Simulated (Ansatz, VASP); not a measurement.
## CsCl: VASP beside Ansatz

```
Cs Cl
1.0
     4.21930    0.00000    0.00000
     0.00000    4.21930    0.00000
     0.00000    0.00000    4.21930
Cs Cl
1 1
Direct
  0.00000 0.00000 0.00000
  0.50000 0.50000 0.50000
```

Alike in both runs: task single point; functional PBE; k mesh 6 × 6 × 6; occupations gaussian, width 0.02 eV; no spin polarisation.

|  | VASP | Ansatz |
| --- | --- | --- |
| version | VASP 6.6.1 | Ansatz 0.2.0 |
| potentials or method | VASP PAW PBE potentials, release 64 (Cs_sv, Cl), cutoff 500 eV | scalar-relativistic, plane waves, PAW |
| valence electrons in the cell | 16 | 16 |

Ansatz gave:

```
gap on the k mesh at the Fermi level (eV) : 4.97
least direct gap on the mesh (eV)         : 4.97
pressure (GPa)                            : -0.1
```

Task: What did VASP give for the same quantities?

Result: gap on the k mesh at the Fermi level (eV): 4.96; least direct gap on the mesh (eV): 4.96; pressure (GPa): -0.1.

With one functional, cell and mesh, what is left measures potentials, basis and numerics.

Spin-orbit coupling is off throughout.
